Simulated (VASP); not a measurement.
A run of VASP 6.6.1 is set up as follows.

INCAR

```
SYSTEM = In2Ga3As3
ALGO = Fast
EDIFF = 1E-6
ENCUT = 520
GGA = PE
ISIF = 2
ISMEAR = 0
LASPH = .True.
LCHARG = .False.
LREAL = .False.
LWAVE = .False.
NBANDS = 50
NELM = 100
PREC = Accurate
SIGMA = 0.1
```

The input KPOINTS:

```
k-points
0
Gamma
  8 8 4
  0 0 0
```

File POSCAR:

```
In2Ga3As3
1.0
    4.0915962240      0.0000000000      0.0000000000
    0.0000000000      4.0915962240      0.0000000000
    0.0000000000      0.0000000000     12.8516302954
In Ga As
2 3 3
Direct
    0.5000000000      0.0000000000      0.3528594681
    0.0000000000      0.5000000000      0.6471405319
    0.5000000000      0.0000000000      0.8886756961
    0.0000000000      0.0000000000      0.5000000000
    0.0000000000      0.5000000000      0.1113243039
    0.5000000000      0.5000000000      0.7782542058
    0.5000000000      0.5000000000      0.2217457942
    0.0000000000      0.0000000000      0.0000000000
```

Potentials or basis: VASP PAW PBE potentials, release 64 (In_d, Ga_d, As).

Launch:

```bash
$ cat potpaw_PBE.64/In_d/POTCAR potpaw_PBE.64/Ga_d/POTCAR potpaw_PBE.64/As/POTCAR > POTCAR
$ mpirun -np 1 vasp_std > vasp.out
```

(1) Estimate the pressure.

(2) What does it give for the largest force?

## Answers

(1) 0.1 GPa.

(2) 0.008 eV/Å.
